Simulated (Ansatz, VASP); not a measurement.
**Two plane-wave programs on Rb7MnO8**

```
Mn Rb O
1.0
     8.40200    0.00000    0.00000
     0.00000    5.98300    0.00000
     0.00000    0.00000    7.07500
Mn Rb O
1 7 8
Direct
  0.99834 0.01253 0.25934
  0.50363 0.99761 0.24617
  0.99237 0.00422 0.75130
  0.50331 0.99621 0.74591
  0.24775 0.49641 0.75932
  0.75911 0.49927 0.75111
  0.25061 0.50391 0.24544
  0.75058 0.50079 0.25459
  0.24524 0.10884 0.50358
  0.74636 0.13175 0.50532
  0.24915 0.87731 0.51101
  0.74473 0.87090 0.50581
  0.99990 0.62217 0.99941
  0.49638 0.61138 0.00365
  0.99223 0.37813 0.00467
  0.49895 0.37037 0.99449
```

Alike in both runs: task single point; functional LDA; k mesh 2 × 2 × 2; occupations fermi-dirac, width 0.05 eV; collinear spin; Hubbard terms Mn d U = 3.6 eV.

```csv
,VASP,Ansatz
version,VASP 6.6.1,Ansatz 0.2.0
potentials or method,"VASP PAW LDA potentials, release 64 (Mn_pv, Rb_sv, O), cutoff 520 eV","PAW, plane waves, scalar-relativistic"
valence electrons in the cell,124,126
```

```csv
,VASP,Ansatz,Ansatz less VASP
pressure (GPa),-3.0,-3.3,-0.32
rms of the force components (eV/Å),0.709,0.620,-0.0887
net moment per atom (μB),0.37,0.37,0.000
size of the moment on the site where the two differ most (μB),4.83,4.85,+0.021
```

LDA's correlation is that of Perdew and Zunger in VASP and of Perdew and Wang (1992) in Ansatz. Site moments also hang on the region over which each program counts them. The programs project onto different local orbitals, so the same U acts differently, and such runs can settle in different states. VASP's potentials hold 124 valence electrons a cell and Ansatz's 126, so a difference there can come from the potentials and not from the codes.

The k mesh is coarse, so the values compare programs but aren't converged.
